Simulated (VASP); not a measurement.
# B6As (R-3m) in VASP: further runs

Runs on B6As. Level: r2SCAN. Tasks: relaxation of shape and atoms at fixed volume, relaxation of cell and atoms.

All numbers are computed with VASP 6.6.1; they aren't measurements. Logs are shortened: lines on timing, memory, paths and dates and some standing lists are left out, and cuts for length are marked.

### 1 The cell of the first run

It takes space group R-3m (No. 166, trigonal). Conventional cell: a = 6.070 Å, b = 6.070 Å, c = 11.775 Å, α = 90.00°, β = 90.00°, γ = 120.00°. Within 2.3 Å of B (site symmetry m) lie 6 B at 1.75 to 1.88 Å. B (site symmetry m) has 5 B at 1.71 to 1.79 Å and 1 As at 1.98 Å within 2.3 Å. As (site symmetry 3m) has 3 B at 1.98 Å and 1 As at 2.36 Å within 2.6 Å.

### 2 Relaxation of shape and atoms at fixed volume, r2SCAN (8.95 Å³/atom)

Input file POSCAR:

```
B6As
1.0
    3.0351549345      1.7523475185      3.9251406910
   -3.0351549345      1.7523475185      3.9251406910
    0.0000000000     -3.5046950369      3.9251406910
B As
12 2
Direct
    0.0151018143      0.0151018143      0.3249404241
    0.0151018143      0.3249404241      0.0151018143
    0.8217379162      0.2727458778      0.8217379162
    0.8217379162      0.8217379162      0.2727458778
    0.2727458778      0.8217379162      0.8217379162
    0.7272541222      0.1782620838      0.1782620838
    0.1782620838      0.7272541222      0.1782620838
    0.1782620838      0.1782620838      0.7272541222
    0.9848981857      0.6750595759      0.9848981857
    0.9848981857      0.9848981857      0.6750595759
    0.6750595759      0.9848981857      0.9848981857
    0.3249404241      0.0151018143      0.0151018143
    0.6003546060      0.6003546060      0.6003546060
    0.3996453940      0.3996453940      0.3996453940
```

Input file INCAR.step1:

```
SYSTEM = B6As
PREC = Accurate ; ENCUT = 600
ISMEAR = 0 ; SIGMA = 0.02
LREAL = .False. ; LASPH = .True.
NELM = 60 ; GGA = PE
ALGO = Normal ; EDIFF = 1E-4
LWAVE = .True. ; LCHARG = .False.
```

Input file INCAR.step2:

```
SYSTEM = B6As
PREC = Accurate ; ENCUT = 600
EDIFF = 1E-7 ; ISMEAR = 0
SIGMA = 0.02 ; LREAL = .False.
LASPH = .True. ; NELM = 60
ALGO = Normal ; ISIF = 4
LWAVE = .False. ; LCHARG = .False.
METAGGA = R2SCAN ; LMIXTAU = .True.
IBRION = 2 ; NSW = 50
EDIFFG = -0.01 ; ISTART = 1
```

Input file KPOINTS:

```
regular mesh
0
Gamma
  6 6 6
  0 0 0
```

Potentials or basis: VASP PAW PBE potentials, release 64 (B, As).

Launch:

```
$ cat potpaw_PBE.64/B/POTCAR potpaw_PBE.64/As/POTCAR > POTCAR
$ cp INCAR.step1 INCAR
$ mpirun -np 1 vasp_std > vasp.out
$ cp INCAR.step2 INCAR
$ mpirun -np 1 vasp_std > vasp.out
```

OUTCAR:

```text
SYSTEM = B6As
   PREC = Accurate
   ENCUT = 600
   EDIFF = 1E-7
   ISMEAR = 0
   LREAL = .False.
   LASPH = .True.
   NELM = 60
   ISIF = 4
   METAGGA = R2SCAN
   IBRION = 2
   NSW = 50
   EDIFFG = -0.01
   ISTART = 1

 ion  position               nearest neighbor table
   1  0.015  0.015  0.325-  10 1.75   7 1.76   6 1.76   4 1.79   2 1.88  12 1.88
   2  0.015  0.325  0.015-   9 1.75   8 1.76   6 1.76   3 1.79  12 1.88   1 1.88
   3  0.822  0.273  0.822-   6 1.71   8 1.71  10 1.76  11 1.76   2 1.79  13 1.98
   4  0.822  0.822  0.273-   6 1.71   7 1.71   9 1.76  11 1.76   1 1.79  13 1.98
   5  0.273  0.822  0.822-   7 1.71   8 1.71  10 1.76   9 1.76  12 1.79  13 1.98
   6  0.727  0.178  0.178-   3 1.71   4 1.71   1 1.76   2 1.76  11 1.79  14 1.98
   7  0.178  0.727  0.178-   5 1.71   4 1.71   1 1.76  12 1.76   9 1.79  14 1.98
   8  0.178  0.178  0.727-   3 1.71   5 1.71   2 1.76  12 1.76  10 1.79  14 1.98
   9  0.985  0.675  0.985-   2 1.75   4 1.76   5 1.76   7 1.79  11 1.88  10 1.88
  10  0.985  0.985  0.675-   1 1.75   3 1.76   5 1.76   8 1.79   9 1.88  11 1.88
  11  0.675  0.985  0.985-  12 1.75   4 1.76   3 1.76   6 1.79   9 1.88  10 1.88
  12  0.325  0.015  0.015-  11 1.75   8 1.76   7 1.76   5 1.79   2 1.88   1 1.88
  13  0.600  0.600  0.600-   3 1.98   5 1.98   4 1.98  14 2.36
  14  0.400  0.400  0.400-   6 1.98   7 1.98   8 1.98  13 2.36

  LATTYP: Found a trigonal (rhomboedric) cell.
 ALAT       =     5.2620924304
 COS(alpha) =     0.3346122801

  Lattice vectors:

 A1 = (   3.0351549345,   1.7523475185,   3.9251406910)
 A2 = (  -3.0351549345,   1.7523475185,   3.9251406910)
 A3 = (   0.0000000000,  -3.5046950369,   3.9251406910)

Analysis of symmetry for initial positions (statically):
=====================================================================
 Subroutine PRICEL returns:
 Original cell was already a primitive cell.

 Routine SETGRP: Setting up the symmetry group for a
 trigonal (rhombohedral) supercell.

 Subroutine GETGRP returns: Found 12 space group operations
 (whereof 12 operations were pure point group operations)
 out of a pool of 12 trial point group operations.

The static configuration has the point symmetry D_3d.

Analysis of symmetry for dynamics (positions and initial velocities):
=====================================================================
 Subroutine PRICEL returns:
 Original cell was already a primitive cell.

 Routine SETGRP: Setting up the symmetry group for a
 trigonal (rhombohedral) supercell.

 Subroutine GETGRP returns: Found 12 space group operations
 (whereof 12 operations were pure point group operations)
 out of a pool of 12 trial point group operations.
[... 130 lines left out ...]
   NFREE  =      1    steps in history (QN), initial steepest desc. (CG)
   ISIF   =      4    stress and relaxation
   ISYM   =      2    0-nonsym 1-usesym 2-fastsym
   POTIM  = 0.5000    time-step for ionic-motion
   TEBEG  =    0.0;   TEEND  =   0.0 temperature during run
   PSTRESS=    0.0 pullay stress
   NELECT =      46.0000    total number of electrons
   NUPDOWN=      -1.0000    fix difference up-down
   EMIN   =  10.00;   EMAX   =-10.00  energy-range for DOS
   EFERMI =   0.00;   METHOD = LEGACY
   ISMEAR =     0;   SIGMA  =   0.02  broadening in eV -4-tet -1-fermi 0-gaus
   EFERMI_NEDOS =   21; number of points for ismear=-14 and -15
   IALGO  =     38    algorithm
   IMIX   =      4    mixing-type and parameters
     AMIX     =   0.40;   BMIX     =  1.00
     AMIX_MAG =   1.60;   BMIX_MAG =  1.00
  volume/ion in A,a.u.               =       8.95        60.38
  Fermi-wavevector in a.u.,A,eV,Ry     =   1.172353  2.215425 18.699991  1.374411
  Thomas-Fermi vector in A             =   2.308782
   LORBIT       =      0    0 simple, 1 ext, 2 COOP (PROOUT), +10 PAW based schemes
   METAGGA = R2SCAN    functional components
   LHFCALC =     F    Hartree Fock is set to
   AEXX    =    0.0000 exact exchange contribution
   IVDW    =     0    specifies the selected vdW correction
   LEPSILON=     F    determine dielectric tensor
   LRPA    =     F    only Hartree local field effects (RPA)
 conjugate gradient relaxation of ions
 non-spin polarized calculation
 Gauss-broadening in eV      SIGMA  =   0.02
  energy-cutoff  :      600.00
  volume of cell :      125.26
 maximum number of plane-waves:      4212
   NGX = 21   NGY = 21   NGZ = 21

--------------------------------------- Ionic step        1  -------------------------------------------

 number of electron      45.9999999 magnetization

 Free energy of the ion-electron system (eV)
  ---------------------------------------------------
  ext. energy  EPLUGINS =         0.00000000
  ---------------------------------------------------
  free energy    TOTEN  =      -120.40000489 eV

  energy without entropy =     -120.40000489  energy(sigma->0) =     -120.40000489

------------------------ aborting loop because EDIFF is reached ----------------------------------------

  FORCE on cell =-STRESS in cart. coord.  units (eV):
  Direction    XX          YY          ZZ          XY          YZ          ZX
  --------------------------------------------------------------------------------------
  -------------------------------------------------------------------------------------
  Total        5.5185559      5.5185559      4.9462943      0.0000000      0.0000000     -0.0000000
  in kB       70.5876054     70.5876054     63.2678322      0.0000000      0.0000000     -0.0000000
  external PRESSURE =      68.1476810 kB  Pullay stress =       0.0000000 kB
[... 275 lines left out ...]
--------------------------------------- Ionic step        7  -------------------------------------------

 number of electron      45.9999999 magnetization

 Free energy of the ion-electron system (eV)
  ---------------------------------------------------
  ext. energy  EPLUGINS =         0.00000000
  ---------------------------------------------------
  free energy    TOTEN  =      -120.40482783 eV

  energy without entropy =     -120.40482783  energy(sigma->0) =     -120.40482783

 E-fermi :   4.7377     XC(G=0): -11.7987

 val. band max:        4.6391786888   @ k =   0.5000   0.5000   0.5000
 cond. band min:       7.5703858069   @ k =   0.5000   0.0000   0.0000
 fundamental gap:      2.9312071181
 Fermi energy:         4.7377441269

 k-point     1 :       0.0000    0.0000    0.0000
  band No.  band energies     occupation
      1     -11.1011      2.00000
      2      -7.7671      2.00000
      3      -6.1272      2.00000
      4      -6.1272      2.00000
      5      -5.9234      2.00000
      6      -4.7625      2.00000
[... 805 lines left out ...]
     30      11.4104      0.00000
     31      11.8971      0.00000

 [... further k-points ...]
[... 5 lines left out ...]
  --------------------------------------------------------------------------------------
  -------------------------------------------------------------------------------------
  Total        5.0288086      5.0288086      5.0166847      0.0000000      0.0000000      0.0000000
  in kB       64.3232695     64.3232695     64.1681925      0.0000000      0.0000000      0.0000000
  external PRESSURE =      64.2715772 kB  Pullay stress =       0.0000000 kB
[... 29 lines left out ...]
  FREE ENERGIE OF THE ION-ELECTRON SYSTEM (eV)
  ---------------------------------------------------
  free  energy   TOTEN  =      -120.4048278290 eV

  energy  without entropy=     -120.4048278290  energy(sigma->0) =     -120.40482783

 reached required accuracy - stopping structural energy minimisation
```

It took 86 min on 1 thread of Oxide Virtual Turin-like, shared host; peak memory 0.33 GiB.

Results:

```yaml
Free_energy: -120.4048 eV
Energy_gained_by_relaxing: 0.3 meV/atom
Ionic_steps: 7
Pressure_after_relaxing: 6.4 GPa
Largest_force_after_relaxing: 0.005 eV/Å
Band_gap_on_the_k_mesh: 2.93 eV (least direct gap 2.99 eV)
```

Forces in eV/Å, atoms in the order of the input:
```
B    0.000 -0.005 -0.001
B   -0.004  0.002 -0.001
B    0.002 -0.001 -0.004
B    0.000  0.002 -0.004
B   -0.002 -0.001 -0.004
B    0.002  0.001  0.004
B   -0.002  0.001  0.004
B    0.000 -0.002  0.004
B    0.004 -0.002  0.001
B    0.000  0.005  0.001
B   -0.004 -0.002  0.001
B    0.004  0.002 -0.001
As   0.000  0.000 -0.001
As   0.000  0.000  0.001
```

Step by step:
| step | energy change (eV) | largest force (eV/Å) | pressure (GPa) | volume (Å³) |
| --- | --- | --- | --- | --- |
| 1 | 0.0000 | 0.1555 | 6.81 | 125.26 |
| 2 | -0.0013 | 0.1779 | 6.28 | 125.26 |
| 3 | -0.0038 | 0.0425 | 6.51 | 125.26 |
| 4 | -0.0046 | 0.0302 | 6.46 | 125.26 |
| 5 | -0.0047 | 0.0410 | 6.44 | 125.26 |
| 6 | -0.0048 | 0.0203 | 6.42 | 125.26 |
| 7 | -0.0048 | 0.0045 | 6.43 | 125.26 |

Final structure:
```
B As
1.0
     3.03871    1.75440    3.91597
    -3.03871    1.75440    3.91597
     0.00000   -3.50880    3.91597
B As
12 2
Direct
  0.01592 0.01592 0.32512
  0.01592 0.32512 0.01592
  0.82152 0.27308 0.82152
  0.82152 0.82152 0.27308
  0.27308 0.82152 0.82152
  0.72692 0.17848 0.17848
  0.17848 0.72692 0.17848
  0.17848 0.17848 0.72692
  0.98408 0.67488 0.98408
  0.98408 0.98408 0.67488
  0.67488 0.98408 0.98408
  0.32512 0.01592 0.01592
  0.60067 0.60067 0.60067
  0.39933 0.39933 0.39933
```

Caveat: the PAW data sets were made with another functional, which shifts forces and pressure a little.

### 3 Relaxation of cell and atoms, r2SCAN

This run uses another cell than the first one, of 9.24 Å³/atom.

Input file POSCAR:

```
B6As
1.0
    3.0684222178      1.7715543935      3.9649353976
   -3.0684222178      1.7715543935      3.9649353976
    0.0000000000     -3.5431087869      3.9649353976
B As
12 2
Direct
    0.0152897200      0.0152897200      0.3248784800
    0.0152897200      0.3248784800      0.0152897200
    0.8218557000      0.2724864900      0.8218557000
    0.8218557000      0.8218557000      0.2724864900
    0.2724864900      0.8218557000      0.8218557000
    0.7275135100      0.1781443000      0.1781443000
    0.1781443000      0.7275135100      0.1781443000
    0.1781443000      0.1781443000      0.7275135100
    0.9847102800      0.6751215200      0.9847102800
    0.9847102800      0.9847102800      0.6751215200
    0.6751215200      0.9847102800      0.9847102800
    0.3248784800      0.0152897200      0.0152897200
    0.6005523500      0.6005523500      0.6005523500
    0.3994476500      0.3994476500      0.3994476500
```

Input file INCAR.step1:

```
SYSTEM = B6As
PREC = Accurate
ENCUT = 600
ISMEAR = 0
SIGMA = 0.02
LREAL = .False.
LASPH = .True.
NELM = 60
GGA = PE
ALGO = Normal
EDIFF = 1E-4
LWAVE = .True.
LCHARG = .False.
```

Input file INCAR.step2:

```
SYSTEM = B6As
PREC = Accurate
ENCUT = 600
EDIFF = 1E-6
ISMEAR = 0
SIGMA = 0.02
LREAL = .False.
LASPH = .True.
NELM = 60
ALGO = Normal
ISIF = 3
LWAVE = .False.
LCHARG = .False.
METAGGA = R2SCAN
LMIXTAU = .True.
IBRION = 2
NSW = 100
EDIFFG = -0.005
ISTART = 1
```

KPOINTS is that of step 2.

Potentials or basis: VASP PAW PBE potentials, release 64 (B, As).

Launch:

```
$ cat potpaw_PBE.64/B/POTCAR potpaw_PBE.64/As/POTCAR > POTCAR
$ cp INCAR.step1 INCAR
$ mpirun -np 1 vasp_std > vasp.out
$ cp INCAR.step2 INCAR
$ mpirun -np 1 vasp_std > vasp.out
```

Run time: 40 min. Hardware: 1 thread of AMD EPYC 9755, shared host; peak memory 0.33 GiB.

The run converged. Its results:

```
Free energy                           : -120.4867 eV
Relaxed volume                        : 9.23 Å³/atom
Relaxed cell                          : a = 5.317 Å, b = 5.317 Å, c = 5.317 Å, α = 70.47°, β = 70.47°, γ = 70.47°
Space group after relaxing (to 0.1 Å) : R-3m (No. 166)
Energy gained by relaxing             : 0.0 meV/atom
Ionic steps                           : 4
Pressure after relaxing               : 0.0 GPa
Band gap on the k mesh                : 2.88 eV (least direct gap 2.97 eV)
```

Forces on the atoms (eV/Å):
```
B    0.000 -0.001 -0.001
B   -0.001  0.000 -0.001
B   -0.001  0.001  0.000
B    0.000 -0.002  0.000
B    0.001  0.001  0.000
B   -0.001 -0.001  0.000
B    0.001 -0.001  0.000
B    0.000  0.002  0.000
B    0.001  0.000  0.001
B    0.000  0.001  0.001
B   -0.001  0.000  0.001
B    0.001  0.000 -0.001
As   0.000  0.000  0.002
As   0.000  0.000 -0.002
```

The path:
```csv
step,energy change (eV),largest force (eV/Å),pressure (GPa),volume (Å³)
1,0.0000,0.0260,-0.06,129.32
2,-0.0001,0.0085,0.02,129.26
3,-0.0001,0.0083,0.02,129.26
4,-0.0001,0.0023,0.03,129.27
```

Final structure:
```
B As
1.0
     3.06764    1.77110    3.96556
    -3.06764    1.77110    3.96556
     0.00000   -3.54221    3.96556
B As
12 2
Direct
  0.01518 0.01518 0.32495
  0.01518 0.32495 0.01518
  0.82178 0.27264 0.82178
  0.82178 0.82178 0.27264
  0.27264 0.82178 0.82178
  0.72736 0.17822 0.17822
  0.17822 0.72736 0.17822
  0.17822 0.17822 0.72736
  0.98482 0.67505 0.98482
  0.98482 0.98482 0.67505
  0.67505 0.98482 0.98482
  0.32495 0.01518 0.01518
  0.60042 0.60042 0.60042
  0.39958 0.39958 0.39958
```

Levels at points of the mesh, in eV from the valence-band top:
```
           k point  band 20  band 21  band 22  band 23  band 24  band 25  band 26  band 27
(0.00, 0.00, 0.00)    -0.21    -0.21    -0.08    -0.08     4.78     5.09     5.09     5.29
(0.50, 0.00, 0.00)    -1.42    -1.40    -1.17    -0.11     2.88     4.49     4.96     5.46
(0.50, 0.50, 0.00)    -1.65    -1.02    -0.72    -0.29     3.69     4.76     5.08     5.41
(0.50, 0.50, 0.50)    -0.85    -0.83    -0.83     0.00     2.97     3.96     4.03     4.91
```

Caveat: the PAW data sets were made with another functional, which shifts forces and pressure a little. A k mesh can miss the band edges.
